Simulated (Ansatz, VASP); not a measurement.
**Two plane-wave programs on Pd**

```xyz
1
Lattice="-1.5827 1.5827 1.5827 1.5827 -1.5827 1.5827 1.5827 1.5827 -1.5827" Properties=species:S:1:pos:R:3 pbc="T T T"
Pd    0.0000    0.0000    0.0000
```

Alike in both runs: task single point; functional r2SCAN; k mesh 12 × 12 × 12; occupations fermi-dirac, width 0.05 eV; no spin polarisation.

|  | VASP | Ansatz |
| --- | --- | --- |
| version | VASP 6.6.1 | Ansatz 0.2.0 |
| potentials or method | VASP PAW PBE potentials, release 64 (Pd) | Ansatz PAW |
| plane-wave cutoff (eV) | 520 | 500 |
| valence electrons in the cell | 10 | 18 |

VASP gave:

```
gap on the k mesh at the Fermi level (eV) : none
pressure (GPa)                            : -8.0
```

Question: What did Ansatz give for the same quantities?

Answer: gap on the k mesh at the Fermi level (eV): none; pressure (GPa): -8.4.

VASP's potentials were made for PBE, not for r2SCAN. A gap of «none» marks a metal or a gap that the smearing closes. VASP's potentials hold 10 valence electrons a cell and Ansatz's 18, so a difference there can come from the potentials and not from the codes.
